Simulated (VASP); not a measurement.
# HfC in VASP: further runs, part 2 of 2

VASP 6.6.1. Earlier steps stand in the parts before.

**6. Single point, r2SCAN**

This run uses another cell than the first one, of 13.32 Å³/atom, 1.128 times its volume.

The input, POSCAR:

```
HfC
1.0
    0.0000000000      2.3705998121      2.3705998121
    2.3705998121      0.0000000000      2.3705998121
    2.3705998121      2.3705998121      0.0000000000
Hf C
1 1
Direct
    0.5000000000      0.5000000000      0.5000000000
    0.0000000000      0.0000000000      0.0000000000
```

The input, INCAR.step1:

```
PREC     = Accurate       # precision mode
ENCUT    = 520            # plane-wave cutoff, eV
ISMEAR   = -1             # smearing method
SIGMA    = 0.02           # smearing width, eV
LREAL    = False          # projectors in reciprocal space
LASPH    = True           # aspherical terms in the spheres
NELM     = 80             # most SCF steps
NBANDS   = 14             # bands
GGA      = PE             # functional
ALGO     = Normal         # electronic algorithm
EDIFF    = 1E-4           # SCF threshold, eV
LWAVE    = True           # write WAVECAR
LCHARG   = False          # write CHGCAR
```

The input, INCAR.step2:

```
PREC     = Accurate       # precision mode
ENCUT    = 520            # plane-wave cutoff, eV
EDIFF    = 1E-6           # SCF threshold, eV
ISMEAR   = -1             # smearing method
SIGMA    = 0.02           # smearing width, eV
LREAL    = False          # projectors in reciprocal space
LASPH    = True           # aspherical terms in the spheres
NELM     = 80             # most SCF steps
ALGO     = Normal         # electronic algorithm
ISIF     = 2              # what is computed and relaxed
LWAVE    = False          # write WAVECAR
LCHARG   = True           # write CHGCAR
METAGGA  = R2SCAN         # meta-GGA
LMIXTAU  = True         
LELF     = True           # ELF
LVHAR    = True         
NBANDS   = 14             # bands
ISTART   = 1
```

The input, KPOINTS:

```
regular mesh
0
Gamma
  15 15 15
```

Potentials or basis: VASP PAW PBE potentials, release 64 (Hf_pv, C).

Command:

```bash
$ cat potpaw_PBE.64/Hf_pv/POTCAR potpaw_PBE.64/C/POTCAR > POTCAR
$ cp INCAR.step1 INCAR
$ mpirun -np 1 vasp_std > vasp.out
$ cp INCAR.step2 INCAR
$ mpirun -np 1 vasp_std > vasp.out
```

OUTCAR:

```text
PREC = Accurate
   ENCUT = 520
   EDIFF = 1E-6
   ISMEAR = -1
   LREAL = False
   LASPH = True
   NELM = 80
   ISIF = 2
   METAGGA = R2SCAN
   ISTART = 1

 ion  position               nearest neighbor table
   1  0.500  0.500  0.500-   2 2.37   2 2.37   2 2.37   2 2.37   2 2.37   2 2.37
   2  0.000  0.000  0.000-   1 2.37   1 2.37   1 2.37   1 2.37   1 2.37   1 2.37

  LATTYP: Found a face centered cubic cell.
 ALAT       =     4.7411996242

  Lattice vectors:

 A1 = (   0.0000000000,   2.3705998121,   2.3705998121)
 A2 = (   2.3705998121,   0.0000000000,   2.3705998121)
 A3 = (   2.3705998121,   2.3705998121,   0.0000000000)

Analysis of symmetry for initial positions (statically):
=====================================================================
 Subroutine PRICEL returns:
 Original cell was already a primitive cell.

 Routine SETGRP: Setting up the symmetry group for a
 face centered cubic supercell.

 Subroutine GETGRP returns: Found 48 space group operations
 (whereof 48 operations were pure point group operations)
 out of a pool of 48 trial point group operations.

The static configuration has the point symmetry O_h .
[... 174 lines left out ...]
      5       6.4338      0.00000
      6       6.4338      0.00000
      7       6.4338      0.00000
      8       7.0626      0.00000
      9       7.0626      0.00000
     10       7.0626      0.00000
     11       8.8108      0.00000
     12       8.8109      0.00000
     13      12.2248      0.00000
     14      17.0579      0.00000
[... 377 lines left out ...]
      1     -25.7427      2.00000
      2     -25.6359      2.00000
      3     -25.6300      2.00000
      4      -6.4402      2.00000
      5       2.9819      2.00000
      6       4.8192      2.00000
      7       5.0382      2.00000
      8       6.4389      0.00000
      9       8.9919      0.00000
     10       9.3432      0.00000
     11       9.9853      0.00000
     12      11.5792      0.00000
     13      14.9657      0.00000
     14      17.8481      0.00000

 [... further k-points ...]

------------------------ aborting loop because EDIFF is reached ----------------------------------------

  FORCE on cell =-STRESS in cart. coord.  units (eV):
  Direction    XX          YY          ZZ          XY          YZ          ZX
  --------------------------------------------------------------------------------------
  -------------------------------------------------------------------------------------
  Total       -2.5042264     -2.5042264     -2.5042264      0.0000000      0.0000000      0.0000000
  in kB     -150.5842086   -150.5842086   -150.5842086      0.0000000      0.0000000      0.0000000
  external PRESSURE =    -150.5842086 kB  Pullay stress =       0.0000000 kB

 VOLUME and BASIS-vectors are now :
 -----------------------------------------------------------------------------
  energy-cutoff  :      520.00
  volume of cell :       26.64
      direct lattice vectors                 reciprocal lattice vectors
     0.000000000  2.370599812  2.370599812    -0.210917084  0.210917084  0.210917084
     2.370599812  0.000000000  2.370599812     0.210917084 -0.210917084  0.210917084
     2.370599812  2.370599812  0.000000000     0.210917084  0.210917084 -0.210917084

 POSITION                                       TOTAL-FORCE (eV/Angst)
 -----------------------------------------------------------------------------------
      2.37060      2.37060      2.37060         0.000000      0.000000      0.000000
      0.00000      0.00000      0.00000        -0.000000     -0.000000     -0.000000
 -----------------------------------------------------------------------------------
    total drift:                                0.000000      0.000000      0.000000

  FREE ENERGIE OF THE ION-ELECTRON SYSTEM (eV)
  ---------------------------------------------------
  free  energy   TOTEN  =       -57.2545414799 eV

  energy  without entropy=      -57.2537956071  energy(sigma->0) =      -57.25416854
```

OSZICAR.step1:

```text
N       E                     dE             d eps       ncg     rms          rms(c)
DAV:   1     0.234364294131E+02    0.23436E+02   -0.77774E+03  3376   0.977E+02
DAV:   2    -0.225542719570E+02   -0.45991E+02   -0.42570E+02  4394   0.199E+02
DAV:   3    -0.242227611639E+02   -0.16685E+01   -0.16623E+01  3996   0.274E+01
DAV:   4    -0.242310279011E+02   -0.82667E-02   -0.82662E-02  3930   0.239E+00
DAV:   5    -0.242310838882E+02   -0.55987E-04   -0.55987E-04  4034   0.178E-01    0.512E+01
DAV:   6    -0.210778320450E+02    0.31533E+01   -0.12480E+01  3630   0.182E+01    0.377E+01
DAV:   7    -0.210004154414E+02    0.77417E-01   -0.59828E-01  4128   0.531E+00    0.245E+01
DAV:   8    -0.209896790236E+02    0.10736E-01   -0.10861E-01  3876   0.260E+00    0.751E+00
DAV:   9    -0.209802552813E+02    0.94237E-02   -0.29730E-02  3696   0.107E+00    0.215E+00
DAV:  10    -0.209800612896E+02    0.19399E-03   -0.15170E-03  4302   0.288E-01    0.587E-02
DAV:  11    -0.209800553300E+02    0.59596E-05   -0.77248E-05  2466   0.722E-02
   1 F= -.20980055E+02 E0= -.20979614E+02  d E =-.882282E-03
```

Wall time 2.8 min (1 thread of AMD EPYC 7R13, shared host); peak memory 0.2 GiB.

Results:

| Property | Result |
| --- | --- |
| Free energy | -57.2545 eV |
| Pressure | -15.1 GPa |
| Band gap on the k mesh | zero (band 7 reaches 6.43 eV, above the bottom of band 8 at 5.02 eV) |

Caveat: the PAW data sets were made with another functional, which shifts forces and pressure a little; spin-orbit coupling is left out, which moves the levels of the heavy elements.

**7. Single point, r2SCAN**

This run uses another cell than the first one, of 12.57 Å³/atom, 1.064 times its volume.

The input, POSCAR:

```
HfC
1.0
    0.0000000000      2.3250000000      2.3250000000
    2.3250000000      0.0000000000      2.3250000000
    2.3250000000      2.3250000000      0.0000000000
Hf C
1 1
Direct
    0.5215053763      0.5215053763      0.4784946237
    0.0000000000      0.0000000000      0.0000000000
```

The input, INCAR.step1:

```
SYSTEM = HfC
ALGO = Normal ; EDIFF = 1E-4
ENCUT = 520 ; GGA = PE
ISMEAR = -1 ; LASPH = .TRUE.
LCHARG = .FALSE. ; LREAL = .FALSE.
LWAVE = .TRUE. ; NBANDS = 14
NELM = 60 ; PREC = Accurate
SIGMA = 0.02
```

The input, INCAR.step2:

```
SYSTEM = HfC
ALGO = Normal ; EDIFF = 1E-7
ENCUT = 520 ; ISIF = 2
ISMEAR = -1 ; ISTART = 1
LASPH = .TRUE. ; LCHARG = .FALSE.
LMIXTAU = .TRUE. ; LREAL = .FALSE.
LWAVE = .FALSE. ; METAGGA = R2SCAN
NBANDS = 14 ; NELM = 60
PREC = Accurate ; SIGMA = 0.02
```

The input, KPOINTS:

```
k-points
0
G
  15 15 15
  0 0 0
```

Potentials or basis: VASP PAW PBE potentials, release 64 (Hf_pv, C).

Command:

```bash
$ cat potpaw_PBE.64/Hf_pv/POTCAR potpaw_PBE.64/C/POTCAR > POTCAR
$ cp INCAR.step1 INCAR
$ mpirun -np 1 vasp_std > vasp.out
$ cp INCAR.step2 INCAR
$ mpirun -np 1 vasp_std > vasp.out
```

OUTCAR:

```text
SYSTEM = HfC
   EDIFF = 1E-7
   ENCUT = 520
   ISIF = 2
   ISMEAR = -1
   ISTART = 1
   LASPH = .TRUE.
   LREAL = .FALSE.
   METAGGA = R2SCAN
   NELM = 60
   PREC = Accurate

 ion  position               nearest neighbor table
   1  0.522  0.522  0.478-   2 2.23   2 2.33   2 2.33   2 2.33   2 2.33   2 2.42
   2  0.000  0.000  0.000-   1 2.23   1 2.33   1 2.33   1 2.33   1 2.33   1 2.42

  LATTYP: Found a face centered cubic cell.
 ALAT       =     4.6500000000

  Lattice vectors:

 A1 = (   0.0000000000,   2.3250000000,   2.3250000000)
 A2 = (   2.3250000000,   0.0000000000,   2.3250000000)
 A3 = (   2.3250000000,   2.3250000000,   0.0000000000)

Analysis of symmetry for initial positions (statically):
=====================================================================
 Subroutine PRICEL returns:
 Original cell was already a primitive cell.

 Routine SETGRP: Setting up the symmetry group for a
 face centered cubic supercell.

 Subroutine GETGRP returns: Found  8 space group operations
 (whereof  8 operations were pure point group operations)
 out of a pool of 48 trial point group operations.

The static configuration has the point symmetry C_4v.

Analysis of symmetry for dynamics (positions and initial velocities):
=====================================================================
 Subroutine PRICEL returns:
 Original cell was already a primitive cell.

 Routine SETGRP: Setting up the symmetry group for a
 face centered cubic supercell.

 Subroutine GETGRP returns: Found  8 space group operations
 (whereof  8 operations were pure point group operations)
 out of a pool of 48 trial point group operations.

The dynamic configuration has the point symmetry C_4v.

 Subroutine INISYM returns: Found  8 space group operations
 (whereof  8 operations are pure point group operations),
 and found     1 'primitive' translations

----------------------------------------------------------------------------------------

                                     Primitive cell

  volume of cell :      25.1362
[... 118 lines left out ...]
   LEPSILON=     F    determine dielectric tensor
   LRPA    =     F    only Hartree local field effects (RPA)
 non-spin polarized calculation
  energy-cutoff  :      520.00
  volume of cell :       25.14
 maximum number of plane-waves:       688
   NGX = 13   NGY = 13   NGZ = 13

 number of electron      14.0000000 magnetization

 Free energy of the ion-electron system (eV)
  ---------------------------------------------------
  ext. energy  EPLUGINS =         0.00000000
  ---------------------------------------------------
  free energy    TOTEN  =       -57.30612620 eV

  energy without entropy =      -57.30590977  energy(sigma->0) =      -57.30601799

 E-fermi :   5.9541     XC(G=0): -13.0956

 val. band max:        5.9436594991   @ k =   0.0000   0.4000   0.4000
 cond. band min:       5.9692202184   @ k =   0.3333   0.2667   0.0000
 fundamental gap:      0.0255607193
 Fermi energy:         5.9540536616

 k-point     1 :       0.0000    0.0000    0.0000
  band No.  band energies     occupation
      1     -24.8597      2.00000
      2     -24.8597      2.00000
      3     -24.8576      2.00000
      4      -7.1294      2.00000
      5       6.4957      0.00000
      6       6.4957      0.00000
      7       6.6528      0.00000
      8       7.5306      0.00000
      9       7.9682      0.00000
     10       7.9682      0.00000
     11       9.4383      0.00000
     12       9.7689      0.00000
     13      13.3398      0.00000
     14      17.6351      0.00000
[... 377 lines left out ...]
      1     -25.5351      2.00000
      2     -24.9479      2.00000
      3     -24.9296      2.00000
      4      -3.4934      2.00000
      5      -0.2741      2.00000
      6       2.7629      2.00000
      7       2.8646      2.00000
      8      11.1229      0.00000
      9      11.4688      0.00000
     10      11.9392      0.00000
     11      13.4582      0.00000
     12      17.1970      0.00000
     13      17.8243      0.00000
     14      18.6434      0.00000

 [... further k-points ...]

------------------------ aborting loop because EDIFF is reached ----------------------------------------

  FORCE on cell =-STRESS in cart. coord.  units (eV):
  Direction    XX          YY          ZZ          XY          YZ          ZX
  --------------------------------------------------------------------------------------
  -------------------------------------------------------------------------------------
  Total       -0.4148705     -0.4148705      0.0474765      0.0000000     -0.0000000      0.0000000
  in kB      -26.4438275    -26.4438275      3.0261486      0.0000000     -0.0000000      0.0000000
  external PRESSURE =     -16.6205021 kB  Pullay stress =       0.0000000 kB

 VOLUME and BASIS-vectors are now :
 -----------------------------------------------------------------------------
  energy-cutoff  :      520.00
  volume of cell :       25.14
      direct lattice vectors                 reciprocal lattice vectors
     0.000000000  2.325000000  2.325000000    -0.215053763  0.215053763  0.215053763
     2.325000000  0.000000000  2.325000000     0.215053763 -0.215053763  0.215053763
     2.325000000  2.325000000  0.000000000     0.215053763  0.215053763 -0.215053763

 POSITION                                       TOTAL-FORCE (eV/Angst)
 -----------------------------------------------------------------------------------
      2.32500      2.32500      2.42500         0.000000      0.000000     -0.665005
      0.00000      0.00000      0.00000         0.000000      0.000000      0.665005
 -----------------------------------------------------------------------------------
    total drift:                               -0.000000     -0.000000     -0.000019

  FREE ENERGIE OF THE ION-ELECTRON SYSTEM (eV)
  ---------------------------------------------------
  free  energy   TOTEN  =       -57.3061262050 eV

  energy  without entropy=      -57.3059097695  energy(sigma->0) =      -57.30601799
```

Wall time 2.5 min (1 thread of AMD EPYC 7R13, shared host); peak memory 0.23 GiB.

Results:

```yaml
Free_energy: -57.3061 eV
Pressure: -1.7 GPa
Largest_force: 0.665 eV/Å
Band_gap_on_the_k_mesh: zero (band 7 reaches 6.65 eV, above the bottom of band 8 at 5.42 eV)
```

Forces on the atoms (eV/Å):
```
Hf   0.000  0.000 -0.665
C    0.000  0.000  0.665
```

Stress tensor (GPa, compression positive):
```
-2.64  0.00  0.00
 0.00 -2.64  0.00
 0.00  0.00  0.30
```

Caveat: the PAW data sets were made with another functional, which shifts forces and pressure a little; spin-orbit coupling is left out, which moves the levels of the heavy elements.

**8. Overview**

```csv
cell,gap on the mesh (eV),pressure (GPa)
"a = 3.221 Å, angles 60.0°, 2 atoms",none,14.4
"a = 3.255 Å, angles 60.0°, 2 atoms",none,5.3
"a = 3.288 Å, angles 60.0°, 2 atoms",none,-1.7
"a = 3.321 Å, angles 60.0°, 2 atoms",none,-9.3
"a = 3.353 Å, angles 60.0°, 2 atoms",none,-15.1
```

Some of these runs hold the atoms at other places in the same cell, which the table doesn't show; runs alike in all that it shows share one row.

Alike in all rows: task single point; level r2SCAN; potentials or basis VASP PAW PBE potentials, release 64 (Hf_pv, C); no spin polarisation; k mesh 15 × 15 × 15; cutoff (eV) 520; smearing fermi-dirac 0.02 eV.

Caveats: the PAW data sets were made with another functional, which shifts forces and pressure a little; spin-orbit coupling is left out, which moves the levels of the heavy elements.

Absolute energies hang on the potentials; compare differences alone.
